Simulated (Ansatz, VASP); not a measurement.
# TiSn: VASP beside Ansatz

```
CELL_PARAMETERS angstrom
0.00000 2.80055 2.80055
2.80055 0.00000 2.80055
2.80055 2.80055 0.00000
ATOMIC_POSITIONS crystal
Ti 0.00000 0.00000 0.00000
Sn 0.50000 0.50000 0.50000
```

Alike in both runs: task single point; functional PBEsol-based global hybrid; k mesh 4 × 4 × 4; occupations fermi-dirac, width 0.05 eV; no spin polarisation.

|  | VASP | Ansatz |
| --- | --- | --- |
| version | VASP 6.6.1 | Ansatz 0.2.0 |
| potentials or method | VASP PAW PBE potentials, release 64 (Ti_sv, Sn_d) | Ansatz PAW |
| plane-wave cutoff (eV) | 520 | 420 |
| valence electrons in the cell | 26 | 26 |

```tsv
	VASP	Ansatz	Ansatz less VASP
gap on the k mesh at the Fermi level (eV)	none	none	-
pressure (GPa)	-5.8	-5.7	+0.17
```

VASP's potentials were made for PBE, not for PBEsol-based global hybrid. A gap of «none» marks a metal or a gap that the smearing closes. With one functional, cell and mesh, what is left measures potentials, basis and numerics.

The k mesh is coarse, so the values compare programs but aren't converged.
